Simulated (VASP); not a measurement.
# Ga4AsP3 in VASP: a series of runs, part 2 of 2

VASP 6.6.1. Earlier steps stand in the parts before.

### 4 Single point, PBE

File INCAR:

```
SYSTEM = Ga4AsP3
PREC     = Accurate       ! precision mode
ENCUT    = 520            ! plane-wave cutoff, eV
EDIFF    = 1E-6           ! SCF threshold, eV
ISMEAR   = 0              ! smearing method
SIGMA    = 0.02           ! smearing width, eV
LREAL    = .FALSE.        ! projectors in reciprocal space
LASPH    = .TRUE.         ! aspherical terms in the spheres
NELM     = 80             ! most SCF steps
ALGO     = Normal         ! electronic algorithm
ISIF     = 2              ! what is computed and relaxed
LWAVE    = .FALSE.        ! write WAVECAR
LCHARG   = .FALSE.        ! write CHGCAR
GGA      = PE             ! functional
NBANDS   = 46             ! bands
```

File KPOINTS:

```
regular mesh
0
G
  8 4 4
  0 0 0
```

File POSCAR:

```
Ga4AsP3
1.0
    3.9342940000      0.0000000000      0.0000000000
    0.0000000000      3.9349580000      5.5642020000
    0.0000000000     -3.9349580000      5.5642020000
Ga P As
4 3 1
Direct
    0.0000000000      0.9950690000      0.9950690000
    0.5000000000      0.5072610000      0.9971260000
    0.5000000000      0.9971260000      0.5072610000
    0.0000000000      0.5002930000      0.5002930000
    0.0000000000      0.6248730000      0.1251410000
    0.0000000000      0.1251410000      0.6248730000
    0.5000000000      0.6250480000      0.6250480000
    0.5000000000      0.1251890000      0.1251890000
```

Potentials or basis: VASP PAW PBE potentials, release 64 (Ga_d, P, As).

Run with:

```
$ cat potpaw_PBE.64/Ga_d/POTCAR potpaw_PBE.64/P/POTCAR potpaw_PBE.64/As/POTCAR > POTCAR
$ mpirun -np 1 vasp_std > vasp.out
```

OUTCAR:

```text
SYSTEM = Ga4AsP3
   PREC = Accurate
   ENCUT = 520
   EDIFF = 1E-6
   ISMEAR = 0
   LREAL = .FALSE.
   LASPH = .TRUE.
   NELM = 80
   ISIF = 2
   GGA = PE

 ion  position               nearest neighbor table
   1  0.000  0.995  0.995-   5 2.38   6 2.38   8 2.44   8 2.44
   2  0.500  0.507  0.997-   7 2.39   5 2.40   5 2.40   8 2.46
   3  0.500  0.997  0.507-   7 2.39   6 2.40   6 2.40   8 2.46
   4  0.000  0.500  0.500-   7 2.41   7 2.41   5 2.41   6 2.41
   5  0.000  0.625  0.125-   1 2.38   2 2.40   2 2.40   4 2.41
   6  0.000  0.125  0.625-   1 2.38   3 2.40   3 2.40   4 2.41
   7  0.500  0.625  0.625-   2 2.39   3 2.39   4 2.41   4 2.41
   8  0.500  0.125  0.125-   1 2.44   1 2.44   3 2.46   2 2.46

  LATTYP: Found a base centered orthorhombic cell.
 ALAT       =     7.8699160000
 B/A-ratio  =     1.4140435552
 C/A-ratio  =     0.4999156281

  Lattice vectors:

 A1 = (   0.0000000000,   3.9349580000,  -5.5642020000)
 A2 = (   0.0000000000,   3.9349580000,   5.5642020000)
 A3 = (   3.9342940000,   0.0000000000,   0.0000000000)

Analysis of symmetry for initial positions (statically):
=====================================================================
 Subroutine PRICEL returns:
[... 196 lines left out ...]
      4     -10.4962      2.00000
      5     -10.4647      2.00000
      6     -10.4456      2.00000
[... 1165 lines left out ...]
     45       9.3867      0.00000
     46       9.8388      0.00000

 [... further k-points ...]

------------------------ aborting loop because EDIFF is reached ----------------------------------------

  FORCE on cell =-STRESS in cart. coord.  units (eV):
  Direction    XX          YY          ZZ          XY          YZ          ZX
  --------------------------------------------------------------------------------------
  -------------------------------------------------------------------------------------
  Total        0.0433026      0.0895923      0.0644854      0.0000000      0.0000000      0.0000000
  in kB        0.4027030      0.8331850      0.5996977      0.0000000      0.0000000      0.0000000
  external PRESSURE =       0.6118619 kB  Pullay stress =       0.0000000 kB

 VOLUME and BASIS-vectors are now :
 -----------------------------------------------------------------------------
  energy-cutoff  :      520.00
  volume of cell :      172.28
      direct lattice vectors                 reciprocal lattice vectors
     3.934294000  0.000000000  0.000000000     0.254175209  0.000000000  0.000000000
     0.000000000  3.934958000  5.564202000     0.000000000  0.127066159  0.089860145
     0.000000000 -3.934958000  5.564202000     0.000000000 -0.127066159  0.089860145

 POSITION                                       TOTAL-FORCE (eV/Angst)
 -----------------------------------------------------------------------------------
      0.00000      0.00000     11.07353         0.000000     -0.000000     -0.013396
      1.96715     -1.92760      8.37071         0.000000      0.009235      0.013486
      1.96715      1.92760      8.37071         0.000000     -0.009235      0.013486
      0.00000      0.00000      5.56746         0.000000     -0.000000      0.007947
      0.00000      1.96642      4.17323         0.000000      0.003124     -0.006535
      0.00000     -1.96642      4.17323         0.000000     -0.003124     -0.006535
      1.96715      0.00000      6.95579         0.000000     -0.000000     -0.005850
      1.96715      0.00000      1.39315         0.000000     -0.000000     -0.002602
 -----------------------------------------------------------------------------------
    total drift:                                0.000000      0.000000      0.001519

  FREE ENERGIE OF THE ION-ELECTRON SYSTEM (eV)
  ---------------------------------------------------
  free  energy   TOTEN  =       -35.5884076042 eV

  energy  without entropy=      -35.5884076042  energy(sigma->0) =      -35.58840760
```

stdout:

```text
POSCAR found type information on POSCAR GaP As
 POSCAR found :  3 types and       8 ions
 scaLAPACK will be used
 LDA part: xc-table for (Slater+PW92), standard interpolation
 POSCAR, INCAR and KPOINTS ok, starting setup
 FFT: planning ... GRIDC
 FFT: planning ... GRID_SOFT
 FFT: planning ... GRID
 WAVECAR not read
 entering main loop
```

Run time: 2.5 min. Hardware: 1 thread of Intel Xeon 6975P-C (Granite Rapids), shared host; peak memory 0.41 GiB.

What came out:

```
Free energy            : -35.5884 eV
Pressure               : 0.1 GPa
Largest force          : 0.016 eV/Å
Band gap on the k mesh : 1.10 eV, direct
```

Forces in eV/Å, atoms in the order of the input:
```
Ga   0.000  0.000 -0.013
Ga   0.000  0.009  0.013
Ga   0.000 -0.009  0.013
Ga   0.000  0.000  0.008
P    0.000  0.003 -0.007
P    0.000 -0.003 -0.007
P    0.000  0.000 -0.006
As   0.000  0.000 -0.003
```

A k mesh can miss the band edges. As with any semilocal functional, this PBE gap is likely too small.

### 5 The runs side by side

| task | cell | k mesh | cutoff (eV) | smearing | gap on the mesh (eV) | pressure (GPa) | largest force (eV/Å) |
| --- | --- | --- | --- | --- | --- | --- | --- |
| single point | a = 3.934, b = 6.815, c = 6.815 Å, angles 70.5, 90.0, 90.0°, 8 atoms | 4 × 4 × 4 | 520 | gaussian 0.1 eV | 1.09 | 0.1 | 0.01 |
| relaxation of cell and atoms | relaxed from a = 3.936, b = 6.812, c = 6.775 Å, angles 108.8, 90.0, 90.1°, 8 atoms | 4 × 2 × 2 | 600 | gaussian 0.1 eV | 1.08 | -0.1 | 0.02 |
| single point | a = 3.934, b = 6.815, c = 6.815 Å, angles 70.5, 90.0, 90.0°, 8 atoms | 8 × 4 × 4 | 520 | gaussian 0.02 eV | 1.10 | 0.1 | 0.02 |

Alike in all rows: level PBE; potentials or basis VASP PAW PBE potentials, release 64 (Ga_d, P, As); no spin polarisation.

Caveats: some runs use coarse meshes.

Total energies depend on the potentials used, so only differences within one code and one set of settings carry meaning.
